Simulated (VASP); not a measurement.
Ta, 1 atom in the cell. It takes space group Fmmm (No. 69, orthorhombic). Conventional cell: a = 3.303 Å, b = 4.635 Å, c = 4.706 Å, α = 90.00°, β = 90.00°, γ = 90.00°. Within 3.7 Å of Ta (site symmetry mmm) lie 14 Ta at 2.85 to 3.30 Å.  This cell differs from its parent crystal: strain +0.0150 x Voigt [0, 0, 0, 0, 1, 0].

| Property | Result |
| --- | --- |
| Program | VASP 6.6.1 |
| Task | single point |
| Functional | PBEsol |
| Potentials or basis | VASP PAW PBE potentials, release 64 (Ta_pv) |
| Cutoff | 520 eV |
| k mesh | 20 × 20 × 20 |
| Occupations | gaussian, width 0.15 eV |
| Spin | no spin polarisation |
| Dipole correction | no |
| Further INCAR settings | ALGO = Fast; EDIFF = 1e-07; NBANDS = 12 |

Potentials or basis: VASP PAW PBE potentials, release 64 (Ta_pv).

Launch:

```sh
$ cat potpaw_PBE.64/Ta_pv/POTCAR > POTCAR
$ mpirun -np 1 vasp_std > vasp.out
```

Hardware: 1 thread of Intel Xeon 6975P-C, on a shared host.

Question: Estimate the wall time of this run.

Answer: Run time: 2.6 min on 1 thread of Intel Xeon 6975P-C, on a shared host, peak memory 0.35 GiB. Counts: scf iterations 15, k points 1166.
